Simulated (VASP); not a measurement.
# Be (P6_3/mmc) in VASP: vibrations by perturbation theory with PBE

Aim: the vibrations by perturbation theory of Be with PBE.

Everything below comes from runs of VASP 6.6.1. Logs are shortened: lines on timing, memory, paths and dates and some standing lists are left out, and cuts for length are marked.

### 1 The cell of the first run

Symmetry: P6_3/mmc, No. 194, hexagonal system. The conventional cell has a = 2.265 Å, b = 2.265 Å, c = 3.562 Å, α = 90.00°, β = 90.00°, γ = 120.00°. Within 2.9 Å of Be (site symmetry -6m2) lie 12 Be at 2.21 to 2.26 Å.

### 2 Vibrations by perturbation theory, PBE

INCAR

```
ALGO = Normal
EDIFF = 1E-8
ENCUT = 520
GGA = PE
IBRION = 8
ISIF = 2
ISMEAR = -1
LASPH = True
LCHARG = False
LREAL = False
LWAVE = False
NELM = 60
NSW = 1
PREC = Accurate
SIGMA = 0.15
```

KPOINTS

```
k-points
0
Gamma
  24 24 12
```

POSCAR

```
Be
1.0
    2.2645591705      0.0000000000      0.0000000000
   -1.1322795852      1.9611657700      0.0000000000
    0.0000000000      0.0000000000      3.5623046662
Be
2
Direct
    0.3333333333      0.6666666667      0.2500000000
    0.6666666667      0.3333333333      0.7500000000
```

Potentials or basis: VASP PAW PBE potentials, release 64 (Be).

Started as:

```console
cat potpaw_PBE.64/Be/POTCAR > POTCAR
mpirun -np 1 vasp_std > vasp.out
```

OUTCAR:

```text
EDIFF = 1E-8
   ENCUT = 520
   GGA = PE
   IBRION = 8
   ISIF = 2
   ISMEAR = -1
   LASPH = True
   LREAL = False
   NELM = 60
   NSW = 1
   PREC = Accurate

 ion  position               nearest neighbor table
   1  0.333  0.667  0.250-   2 2.21   2 2.21   2 2.21   2 2.21   2 2.21   2 2.21
   2  0.667  0.333  0.750-   1 2.21   1 2.21   1 2.21   1 2.21   1 2.21   1 2.21

  LATTYP: Found a hexagonal cell.
 ALAT       =     2.2645591705
 C/A-ratio  =     1.5730676030

  Lattice vectors:

 A1 = (   2.2645591705,   0.0000000000,   0.0000000000)
 A2 = (  -1.1322795852,   1.9611657700,   0.0000000000)
 A3 = (   0.0000000000,   0.0000000000,   3.5623046662)

Analysis of symmetry for initial positions (statically):
=====================================================================
 Subroutine PRICEL returns:
 Original cell was already a primitive cell.

 Routine SETGRP: Setting up the symmetry group for a
 hexagonal supercell.

 Subroutine GETGRP returns: Found 24 space group operations
 (whereof 12 operations were pure point group operations)
 out of a pool of 24 trial point group operations.

The static configuration has the point symmetry D_3d.
 The point group associated with its full space group is D_6h.

Analysis of symmetry for dynamics (positions and initial velocities):
=====================================================================
 Subroutine PRICEL returns:
 Original cell was already a primitive cell.

 Routine SETGRP: Setting up the symmetry group for a
 hexagonal supercell.

 Subroutine GETGRP returns: Found 24 space group operations
 (whereof 12 operations were pure point group operations)
 out of a pool of 24 trial point group operations.

The dynamic configuration has the point symmetry D_3d.
 The point group associated with its full space group is D_6h.

 Subroutine INISYM returns: Found 24 space group operations
 (whereof 12 operations are pure point group operations),
 and found     1 'primitive' translations

----------------------------------------------------------------------------------------

                                     Primitive cell

  volume of cell :      15.8208

  direct lattice vectors                    reciprocal lattice vectors
     2.264559171  0.000000000  0.000000000     0.441587048  0.254950401  0.000000000
    -1.132279585  1.961165770  0.000000000     0.000000000  0.509900803  0.000000000
     0.000000000  0.000000000  3.562304666     0.000000000  0.000000000  0.280717146

  length of vectors
     2.264559171  2.264559170  3.562304666     0.509900803  0.509900803  0.280717146

  position of ions in fractional coordinates (direct lattice)
     0.333333333  0.666666667  0.250000000
     0.666666667  0.333333333  0.750000000

  ion indices of the primitive-cell ions
   primitive index   ion index
                 1           1
                 2           2

----------------------------------------------------------------------------------------

 KPOINTS: k-points

Automatic generation of k-mesh.
 Grid dimensions read from file:
 generate k-points for:   24   24   12

 Generating k-lattice:

  Cartesian coordinates                     Fractional coordinates (reciprocal lattice)
[... 85 lines left out ...]
   GGA     = PE    functional components
   LHFCALC =     F    Hartree Fock is set to
   AEXX    =    0.0000 exact exchange contribution
   IVDW    =     0    specifies the selected vdW correction
   LEPSILON=     F    determine dielectric tensor
   LRPA    =     F    only Hartree local field effects (RPA)
 non-spin polarized calculation
  energy-cutoff  :      520.00
  volume of cell :       15.82
 maximum number of plane-waves:       446
 NGX is ok and might be reduce to    18
   NGX =  9   NGY =  9   NGZ = 13

--------------------------------------- Ionic step        1  -------------------------------------------

 number of electron       4.0000000 magnetization

 Free energy of the ion-electron system (eV)
  ---------------------------------------------------
  ext. energy  EPLUGINS =         0.00000000
  ---------------------------------------------------
  free energy    TOTEN  =        -7.53837707 eV

  energy without entropy =       -7.52691655  energy(sigma->0) =       -7.53264681

 E-fermi :   7.0427     XC(G=0): -10.6038

 val. band max:        7.0382052216   @ k =   0.2500   0.2083   0.0833
 cond. band min:       7.0841169847   @ k =   0.2917   0.2917   0.1667
 fundamental gap:      0.0459117631
 Fermi energy:         7.0426815644

 k-point     1 :       0.0000    0.0000    0.0000
  band No.  band energies     occupation
      1      -4.3277      2.00000
      2       2.5907      2.00000
      3       8.1478      0.00126
      4      22.9900      0.00000
      5      22.9900      0.00000
      6      25.8416      0.00000
[... 199 lines left out ...]
 k-point    24 :       0.4583    0.0417    0.0000
  band No.  band energies     occupation
      1       1.8998      2.00000
      2       4.0920      2.00000
      3      10.5233      0.00000
      4      13.7313      0.00000
      5      13.7629      0.00000
      6      15.4162      0.00000

 [... further k-points ...]

------------------------ aborting loop because EDIFF is reached ----------------------------------------

  FORCE on cell =-STRESS in cart. coord.  units (eV):
  Direction    XX          YY          ZZ          XY          YZ          ZX
  --------------------------------------------------------------------------------------
  -------------------------------------------------------------------------------------
  Total        0.0145722      0.0145722      0.0189880      0.0000000     -0.0000000      0.0000000
  in kB        1.4757300      1.4757300      1.9229220      0.0000000     -0.0000000      0.0000000
  external PRESSURE =       1.6247940 kB  Pullay stress =       0.0000000 kB

 VOLUME and BASIS-vectors are now :
 -----------------------------------------------------------------------------
  energy-cutoff  :      520.00
  volume of cell :       15.82
      direct lattice vectors                 reciprocal lattice vectors
     2.264559171  0.000000000  0.000000000     0.441587048  0.254950401  0.000000000
    -1.132279585  1.961165770  0.000000000     0.000000000  0.509900803  0.000000000
     0.000000000  0.000000000  3.562304666     0.000000000  0.000000000  0.280717146

 POSITION                                       TOTAL-FORCE (eV/Angst)
 -----------------------------------------------------------------------------------
     -0.00000      1.30744      0.89058         0.000000      0.000000      0.000000
      1.13228      0.65372      2.67173        -0.000000     -0.000000      0.000000
 -----------------------------------------------------------------------------------
    total drift:                                0.000000     -0.000000      0.000000

  FREE ENERGIE OF THE ION-ELECTRON SYSTEM (eV)
  ---------------------------------------------------
  free  energy   TOTEN  =        -7.5383770680 eV

  energy  without entropy=       -7.5269165462  energy(sigma->0) =       -7.53264681

[... ionic steps 2 to 3 ...]

--------------------------------------- Ionic step        4  -------------------------------------------

------------------------ aborting loop because EDIFF is reached ----------------------------------------

[... ionic steps 5 to 5 ...]

--------------------------------------- Ionic step        6  -------------------------------------------

 Free energy of the ion-electron system (eV)
  ---------------------------------------------------
  ---------------------------------------------------
  free energy    TOTEN  =        -0.01477150 eV

  energy without entropy =       -0.01477150

------------------------ aborting loop because EDIFF is reached ----------------------------------------

 INTERNAL STRAIN TENSOR  FOR ION    1  DIRECTION 3   (eV/Angst):
 -----------------------------------------------------------------------------
     0.00473  0.00000  0.00000
     0.00000  0.00473 -0.00000
     0.00000 -0.00000 -0.00944

 INTERNAL STRAIN TENSOR FOR ION    2 for displacements in x,y,z  (eV/Angst):
          X           Y           Z          XY          YZ          ZX
  --------------------------------------------------------------------------------
  x     0.00000    -0.00000     0.00000     2.49047     0.00000     0.00000
  y     2.49047    -2.49047     0.00000    -0.00000     0.00000     0.00000
  z     0.00000    -0.00000     0.00000     0.00000     0.00000     0.00000

 SECOND DERIVATIVES (NOT SYMMETRIZED)
 ------------------------------------
               1X          1Y          1Z          2X          2Y          2Z
  1X    -3.588602   -0.000000    0.000000    3.588602    0.000000    0.000000
  1Y    -0.000000   -3.588602    0.000000    0.000000    3.588602    0.000000
  1Z     0.000000    0.000000   -8.023418    0.000000    0.000000    8.023418
  2X     3.588602    0.000000    0.000000   -3.588602   -0.000000    0.000000
  2Y     0.000000    3.588602    0.000000   -0.000000   -3.588602    0.000000
  2Z     0.000000    0.000000    8.023418    0.000000    0.000000   -8.023418

 Eigenvectors and eigenvalues of the dynamical matrix
 ----------------------------------------------------

   1 f  =   20.859829 THz   131.066170 2PiTHz  695.808990 cm-1    86.269281 meV
             X         Y         Z           dx          dy          dz
     -0.000000  1.307444  0.890576     0.000000    0.000000    0.707107
      1.132280  0.653722  2.671728     0.000000    0.000000   -0.707107
[... 16 lines left out ...]
   5 f  =    0.000000 THz     0.000001 2PiTHz    0.000005 cm-1     0.000001 meV
             X         Y         Z           dx          dy          dz
     -0.000000  1.307444  0.890576    -0.000002   -0.556879    0.435759
      1.132280  0.653722  2.671728    -0.000002   -0.556879    0.435759

   6 f/i=    0.000000 THz     0.000001 2PiTHz    0.000004 cm-1     0.000000 meV
             X         Y         Z           dx          dy          dz
     -0.000000  1.307444  0.890576     0.707107   -0.000002    0.000001
      1.132280  0.653722  2.671728     0.707107   -0.000002    0.000001

--------------------------------------------------------------------------------------------------------

 ELASTIC MODULI CONTR FROM IONIC RELAXATION (kBar)
 Direction    XX          YY          ZZ          XY          YZ          ZX
 --------------------------------------------------------------------------------
 XX        -175.0320    175.0320     -0.0000     -0.0000     -0.0000     -0.0000
 YY         175.0320   -175.0320      0.0000     -0.0000      0.0000      0.0000
 ZZ          -0.0000      0.0000     -0.0000     -0.0000     -0.0000     -0.0000
 XY          -0.0000     -0.0000     -0.0000   -175.0320     -0.0000     -0.0000
 YZ          -0.0000      0.0000     -0.0000     -0.0000     -0.0000     -0.0000
 ZX          -0.0000      0.0000     -0.0000     -0.0000     -0.0000     -0.0000
 --------------------------------------------------------------------------------
```

It took 3.9 min on 1 thread of AMD EPYC 7R13 (Zen 3), shared host; peak memory 0.45 GiB.

What came out:

- Highest phonon frequency at Γ: 696 cm⁻¹

Phonon frequencies in cm⁻¹ (negative: imaginary):
```
              q point        frequencies
(0.000, 0.000, 0.000)  0 0 0 465 465 696
```
